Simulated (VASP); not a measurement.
# Be4S (R-3m) in VASP: further runs, part 2 of 2

VASP 6.6.1. The steps go on from the part before.

### 3 Single point, PBE

This run uses another cell than the first one, of 12.89 Å³/atom, 1.083 times its volume.

File INCAR:

```
  ALGO = Normal
  EDIFF = 1E-6
  ENCUT = 520
  GGA = PE
  ISIF = 2
  ISMEAR = 0
  LASPH = T
  LCHARG = F
  LREAL = F
  LWAVE = F
  NBANDS = 15
  NELM = 60
  PREC = Accurate
  SIGMA = 0.1
```

File KPOINTS:

```
k-points
0
Gamma
  6 6 6
```

File POSCAR:

```
Be4S
1.0
    2.1874658502      1.2629339956      3.8867800928
   -2.1874658502      1.2629339956      3.8867800928
    0.0000000000     -2.5258679967      3.8867800910
Be S
4 1
Direct
    0.5000000000      0.5000000000      0.0000000000
    0.0000000000      0.5000000000      0.5000000000
    0.5000000000      0.0000000000      0.5000000000
    0.5000000000      0.5000000000      0.5000000000
    0.0000000000      0.0000000000      0.0000000000
```

Potentials or basis: VASP PAW PBE potentials, release 64 (Be, S).

Launch:

```sh
$ cat potpaw_PBE.64/Be/POTCAR potpaw_PBE.64/S/POTCAR > POTCAR
$ mpirun -np 1 vasp_std > vasp.out
```

OUTCAR:

```text
EDIFF = 1E-6
   ENCUT = 520
   GGA = PE
   ISIF = 2
   ISMEAR = 0
   LASPH = T
   LREAL = F
   NELM = 60
   PREC = Accurate

 ion  position               nearest neighbor table
   1  0.500  0.500  0.000-   2 2.19   3 2.19   3 2.19   2 2.19   5 2.19   5 2.19   4 2.32   4 2.32

   2  0.000  0.500  0.500-   1 2.19   5 2.19   5 2.19   1 2.19   3 2.19   3 2.19   4 2.32   4 2.32

   3  0.500  0.000  0.500-   1 2.19   5 2.19   1 2.19   5 2.19   2 2.19   2 2.19   4 2.32   4 2.32

   4  0.500  0.500  0.500-   1 2.32   1 2.32   3 2.32   2 2.32   3 2.32   2 2.32
   5  0.000  0.000  0.000-   2 2.19   3 2.19   2 2.19   3 2.19   1 2.19   1 2.19

  LATTYP: Found a trigonal (rhomboedric) cell.
 ALAT       =     4.6354146107
 COS(alpha) =     0.5546152030

  Lattice vectors:

 A1 = (   2.1874658502,   1.2629339956,   3.8867800928)
 A2 = (  -2.1874658502,   1.2629339956,   3.8867800928)
 A3 = (   0.0000000000,  -2.5258679967,   3.8867800910)

Analysis of symmetry for initial positions (statically):
=====================================================================
 Subroutine PRICEL returns:
 Original cell was already a primitive cell.

 Routine SETGRP: Setting up the symmetry group for a
 trigonal (rhombohedral) supercell.

 Subroutine GETGRP returns: Found 12 space group operations
 (whereof 12 operations were pure point group operations)
 out of a pool of 12 trial point group operations.

The static configuration has the point symmetry D_3d.

Analysis of symmetry for dynamics (positions and initial velocities):
=====================================================================
 Subroutine PRICEL returns:
 Original cell was already a primitive cell.

 Routine SETGRP: Setting up the symmetry group for a
 trigonal (rhombohedral) supercell.

 Subroutine GETGRP returns: Found 12 space group operations
 (whereof 12 operations were pure point group operations)
 out of a pool of 12 trial point group operations.

The dynamic configuration has the point symmetry D_3d.

 Subroutine INISYM returns: Found 12 space group operations
 (whereof 12 operations are pure point group operations),
 and found     1 'primitive' translations

----------------------------------------------------------------------------------------

                                     Primitive cell

  volume of cell :      64.4263

  direct lattice vectors                    reciprocal lattice vectors
     2.187465850  1.262933996  3.886780093     0.228574997  0.131967836  0.085760791
    -2.187465850  1.262933996  3.886780093    -0.228574997  0.131967836  0.085760791
     0.000000000 -2.525867997  3.886780091     0.000000000 -0.263935672  0.085760790

  length of vectors
     4.635414611  4.635414611  4.635414611     0.277519282  0.277519282  0.277519282

  position of ions in fractional coordinates (direct lattice)
     0.500000000  0.500000000  0.000000000
     0.000000000  0.500000000  0.500000000
     0.500000000  0.000000000  0.500000000
     0.500000000  0.500000000  0.500000000
     0.000000000  0.000000000  0.000000000

  ion indices of the primitive-cell ions
   primitive index   ion index
                 1           1
                 2           2
[... 54 lines left out ...]
  0.500000  0.500000  0.166667      6.000000
 -0.333333  0.500000  0.166667     12.000000
 [... further k-points ...]
   k-points           NKPTS =     32   k-points in BZ     NKDIM =     32   number of bands    NBANDS=     15
   number of dos      NEDOS =    301   number of ions     NIONS =      5
   total plane-waves  NPLWV =  46656
   dimension x,y,z NGX =    36 NGY =   36 NGZ =   36
   dimension x,y,z NGXF=    72 NGYF=   72 NGZF=   72
   ions per type =               4   1
   NGX,Y,Z   is equivalent  to a cutoff of  12.91, 12.91, 12.91 a.u.
   NGXF,Y,Z  is equivalent  to a cutoff of  25.82, 25.82, 25.82 a.u.
 SYSTEM =  unknown system
   PREC   = accura    normal or accurate (medium, high low for compatibility)
   ISTART =      0    job   : 0-new  1-cont  2-samecut
   ICHARG =      2    charge: 1-file 2-atom 10-const
   ISPIN  =      1    spin polarized calculation?
   LNONCOLLINEAR =      F non collinear calculations
   LSORBIT =      F    spin-orbit coupling
   LASPH  =      T    aspherical Exc in radial PAW
   ENCUT  =  520.0 eV  38.22 Ry    6.18 a.u.   8.62  8.62  8.62*2*pi/ulx,y,z
   NELM   =     60;   NELMIN=  2; NELMDL= -5     # of ELM steps
   EDIFF  = 0.1E-05   stopping-criterion for ELM
   LREAL  =      F    real-space projection
   EDIFFG = 0.1E-04   stopping-criterion for IOM
   NSW    =      0    number of steps for IOM
   IBRION =     -1    ionic relax: 0-MD 1-quasi-New 2-CG
   NFREE  =      0    steps in history (QN), initial steepest desc. (CG)
   ISIF   =      2    stress and relaxation
   ISYM   =      2    0-nonsym 1-usesym 2-fastsym
   POTIM  = 0.5000    time-step for ionic-motion
   TEBEG  =    0.0;   TEEND  =   0.0 temperature during run
   PSTRESS=    0.0 pullay stress
   NELECT =      14.0000    total number of electrons
   NUPDOWN=      -1.0000    fix difference up-down
   EMIN   =  10.00;   EMAX   =-10.00  energy-range for DOS
   EFERMI =   0.00;   METHOD = LEGACY
   ISMEAR =     0;   SIGMA  =   0.10  broadening in eV -4-tet -1-fermi 0-gaus
   EFERMI_NEDOS =   21; number of points for ismear=-14 and -15
   IALGO  =     38    algorithm
   IMIX   =      4    mixing-type and parameters
     AMIX     =   0.40;   BMIX     =  1.00
     AMIX_MAG =   1.60;   BMIX_MAG =  1.00
  volume/ion in A,a.u.               =      12.89        86.95
  Fermi-wavevector in a.u.,A,eV,Ry     =   0.984230  1.859924 13.180073  0.968708
  Thomas-Fermi vector in A             =   2.115447
   LORBIT       =      0    0 simple, 1 ext, 2 COOP (PROOUT), +10 PAW based schemes
   GGA     = PE    functional components
   LHFCALC =     F    Hartree Fock is set to
   AEXX    =    0.0000 exact exchange contribution
   IVDW    =     0    specifies the selected vdW correction
   LEPSILON=     F    determine dielectric tensor
   LRPA    =     F    only Hartree local field effects (RPA)
 non-spin polarized calculation
 Gauss-broadening in eV      SIGMA  =   0.10
  energy-cutoff  :      520.00
  volume of cell :       64.43
 maximum number of plane-waves:      1755
 NGX is ok and might be reduce to    36
   NGX = 17   NGY = 17   NGZ = 17

 number of electron      14.0000000 magnetization

 Free energy of the ion-electron system (eV)
  ---------------------------------------------------
  ext. energy  EPLUGINS =         0.00000000
  ---------------------------------------------------
  free energy    TOTEN  =       -16.54139337 eV

  energy without entropy =      -16.53766145  energy(sigma->0) =      -16.53952741

 E-fermi :   4.6324     XC(G=0):  -9.3706

 val. band max:        4.5707696863   @ k =  -0.3333   0.3333   0.0000
 cond. band min:       4.7932346990   @ k =   0.5000   0.1667   0.0000
 fundamental gap:      0.2224650127
 Fermi energy:         4.6323737977

 k-point     1 :       0.0000    0.0000    0.0000
  band No.  band energies     occupation
      1     -10.2847      2.00000
      2      -1.7342      2.00000
      3      -1.7342      2.00000
      4      -0.1578      2.00000
      5       0.0279      2.00000
      6       1.9761      2.00000
      7       5.7428      0.00000
      8       6.4803      0.00000
      9       6.4803      0.00000
     10       6.7126      0.00000
     11       6.7126      0.00000
     12       6.8342      0.00000
     13      10.7061      0.00000
     14      10.7061      0.00000
[... 401 lines left out ...]
      2      -3.3662      2.00000
      3      -2.5447      2.00000
      4      -0.4428      2.00000
      5       0.8211      2.00000
      6       3.2615      2.00000
      7       3.6802      2.00000
      8       5.6201      0.00000
      9       7.1230      0.00000
     10       7.9832      0.00000
     11       8.1613      0.00000
     12      10.4222      0.00000
     13      10.9484      0.00000
     14      12.8214      0.00000
     15      13.1237      0.00000

 [... further k-points ...]
[... 5 lines left out ...]
  --------------------------------------------------------------------------------------
  -------------------------------------------------------------------------------------
  Total        0.0528958      0.0528958      0.0353668      0.0000000      0.0000000      0.0000000
  in kB        1.3154317      1.3154317      0.8795156      0.0000000      0.0000000      0.0000000
  external PRESSURE =       1.1701263 kB  Pullay stress =       0.0000000 kB

 VOLUME and BASIS-vectors are now :
 -----------------------------------------------------------------------------
  energy-cutoff  :      520.00
  volume of cell :       64.43
      direct lattice vectors                 reciprocal lattice vectors
     2.187465850  1.262933996  3.886780093     0.228574997  0.131967836  0.085760791
    -2.187465850  1.262933996  3.886780093    -0.228574997  0.131967836  0.085760791
     0.000000000 -2.525867997  3.886780091     0.000000000 -0.263935672  0.085760790

 POSITION                                       TOTAL-FORCE (eV/Angst)
 -----------------------------------------------------------------------------------
      0.00000      1.26293      3.88678         0.000000      0.000000     -0.000000
     -1.09373     -0.63147      3.88678         0.000000     -0.000000     -0.000000
      1.09373     -0.63147      3.88678        -0.000000     -0.000000      0.000000
      0.00000     -0.00000      5.83017         0.000000     -0.000000     -0.000000
      0.00000      0.00000      0.00000         0.000000     -0.000000     -0.000000
 -----------------------------------------------------------------------------------
    total drift:                                0.000000      0.000000      0.000000

  FREE ENERGIE OF THE ION-ELECTRON SYSTEM (eV)
  ---------------------------------------------------
  free  energy   TOTEN  =       -16.5413933726 eV

  energy  without entropy=      -16.5376614538  energy(sigma->0) =      -16.53952741
```

OSZICAR:

```text
N       E                     dE             d eps       ncg     rms          rms(c)
DAV:   1     0.231604118307E+02    0.23160E+02   -0.53375E+03   960   0.760E+02
DAV:   2    -0.149052708910E+02   -0.38066E+02   -0.34101E+02  1291   0.131E+02
DAV:   3    -0.172641291129E+02   -0.23589E+01   -0.23208E+01  1345   0.301E+01
DAV:   4    -0.172928938913E+02   -0.28765E-01   -0.28749E-01  1240   0.379E+00
DAV:   5    -0.172933444869E+02   -0.45060E-03   -0.45055E-03  1367   0.484E-01    0.119E+01
DAV:   6    -0.166961050963E+02    0.59724E+00   -0.51361E-01  1303   0.382E+00    0.689E+00
DAV:   7    -0.165442559204E+02    0.15185E+00   -0.42300E-01  1338   0.327E+00    0.150E+00
DAV:   8    -0.165415522068E+02    0.27037E-02   -0.35494E-02  1149   0.109E+00    0.190E-01
DAV:   9    -0.165413711722E+02    0.18103E-03   -0.16846E-03  1331   0.240E-01    0.708E-02
DAV:  10    -0.165413913789E+02   -0.20207E-04   -0.91183E-05  1275   0.609E-02    0.219E-02
DAV:  11    -0.165413927650E+02   -0.13861E-05   -0.82555E-06  1289   0.162E-02    0.673E-03
DAV:  12    -0.165413933726E+02   -0.60752E-06   -0.10248E-06   896   0.606E-03
   1 F= -.16541393E+02 E0= -.16539527E+02  d E =-.373192E-02
```

stdout:

```text
POSCAR found type information on POSCAR BeS
 POSCAR found :  2 types and       5 ions
 scaLAPACK will be used
 LDA part: xc-table for (Slater+PW92), standard interpolation
 POSCAR, INCAR and KPOINTS ok, starting setup
 FFT: planning ... GRIDC
 FFT: planning ... GRID_SOFT
 FFT: planning ... GRID
 WAVECAR not read
 entering main loop
```

Wall time 12 s (1 thread of Intel Xeon 6975P-C (Granite Rapids), shared host); peak memory 0.2 GiB.

Results:

| Quantity | Value |
| --- | --- |
| Free energy | -16.5414 eV |
| Pressure | 0.1 GPa |
| Band gap on the k mesh | zero (band 7 reaches 5.74 eV, above the bottom of band 8 at 3.94 eV) |

### 4 Relaxation of cell and atoms, PBE

File INCAR:

```
SYSTEM = Be4S
PREC     = Accurate       ! precision mode
ENCUT    = 600            ! plane-wave cutoff, eV
EDIFF    = 1E-6           ! SCF threshold, eV
ISMEAR   = 0              ! smearing method
SIGMA    = 0.1            ! smearing width, eV
LREAL    = .FALSE.        ! projectors in reciprocal space
LASPH    = .TRUE.         ! aspherical terms in the spheres
NELM     = 100            ! most SCF steps
ALGO     = Normal         ! electronic algorithm
ISIF     = 3              ! what is computed and relaxed
LWAVE    = .FALSE.        ! write WAVECAR
LCHARG   = .FALSE.        ! write CHGCAR
GGA      = PE             ! functional
IBRION   = 2              ! ionic algorithm
NSW      = 90             ! ionic steps
EDIFFG   = -0.04          ! ionic threshold
```

File KPOINTS:

```
Automatic mesh
0
G
  6 6 6
  0 0 0
```

Edit POSCAR of step 3 so:

```diff
@@ -2,5 +2,5 @@
 1.0
-    2.1874658502      1.2629339956      3.8867800928
-   -2.1874658502      1.2629339956      3.8867800928
-    0.0000000000     -2.5258679967      3.8867800910
+    2.2023594900      1.2715328400      3.5408214400
+   -2.2023594900      1.2715328400      3.5408214400
+    0.0000000000     -2.5430656900      3.5408214400
 Be S
```

Launch:

```sh
$ cat potpaw_PBE.64/Be/POTCAR potpaw_PBE.64/S/POTCAR > POTCAR
$ mpirun -np 1 vasp_std > vasp.out
```

It took 49 s on 1 thread of Intel Xeon 6975P-C (Granite Rapids), shared host; peak memory 0.21 GiB.

The run converged. Its results:

| Quantity | Value |
| --- | --- |
| Free energy | -16.5413 eV |
| Relaxed volume | 12.93 Å³/atom |
| Relaxed cell | a = 4.642 Å, b = 4.642 Å, c = 4.642 Å, α = 56.28°, β = 56.28°, γ = 56.28° |
| Space group after relaxing (to 0.05 Å) | R-3m (No. 166) |
| Energy gained by relaxing | 31.0 meV/atom |
| Ionic steps | 7 |
| Pressure after relaxing | -0.1 GPa |
| Band gap on the k mesh | zero (band 7 reaches 5.71 eV, above the bottom of band 8 at 3.92 eV) |

The path:
```csv
step,energy change (eV),largest force (eV/Å),pressure (GPa),volume (Å³)
1,0.0000,0.0000,3.25,59.49
2,-0.0697,0.0000,1.21,61.58
3,-0.1228,0.0000,-2.81,66.67
4,-0.1259,0.0000,-2.15,65.73
5,-0.1525,0.0000,-0.25,65.12
6,-0.1538,0.0000,-0.60,65.23
7,-0.1552,0.0000,-0.10,64.65
```

Final structure:
```
CELL_PARAMETERS angstrom
2.18932 1.26400 3.89347
-2.18932 1.26400 3.89347
0.00000 -2.52801 3.89347
ATOMIC_POSITIONS crystal
Be 0.50000 0.50000 0.00000
Be 0.00000 0.50000 0.50000
Be 0.50000 0.00000 0.50000
Be 0.50000 0.50000 0.50000
S 0.00000 0.00000 0.00000
```

Levels at points of the mesh, in eV from the Fermi level:
| k point | band 5 | band 6 | band 7 | band 8 | band 9 | band 10 |
| --- | --- | --- | --- | --- | --- | --- |
| (0.00, 0.00, 0.00) | -4.60 | -2.65 | 1.11 | 1.85 | 1.85 | 2.07 |
| (0.50, 0.00, 0.00) | -3.70 | -1.73 | -0.65 | 0.26 | 1.98 | 2.51 |
| (0.50, 0.50, 0.00) | -4.58 | -2.22 | 0.38 | 1.86 | 2.83 | 3.23 |
| (0.50, 0.50, 0.50) | -3.77 | -2.92 | 0.22 | 0.22 | 0.80 | 5.63 |

### 5 The runs side by side

| task | cell | cutoff (eV) | gap on the mesh (eV) | pressure (GPa) |
| --- | --- | --- | --- | --- |
| single point | a = 4.359 Å, angles 60.7°, 5 atoms | 520 | none | 3.2 |
| single point | a = 4.635 Å, angles 56.3°, 5 atoms | 520 | none | 0.1 |
| relaxation of cell and atoms | relaxed from a = 4.359 Å, angles 60.7°, 5 atoms | 600 | none | -0.1 |

Alike in all rows: level PBE; potentials or basis VASP PAW PBE potentials, release 64 (Be, S); no spin polarisation; k mesh 6 × 6 × 6; smearing gaussian 0.1 eV.

Total energies depend on the potentials used, so only differences within one code and one set of settings carry meaning.
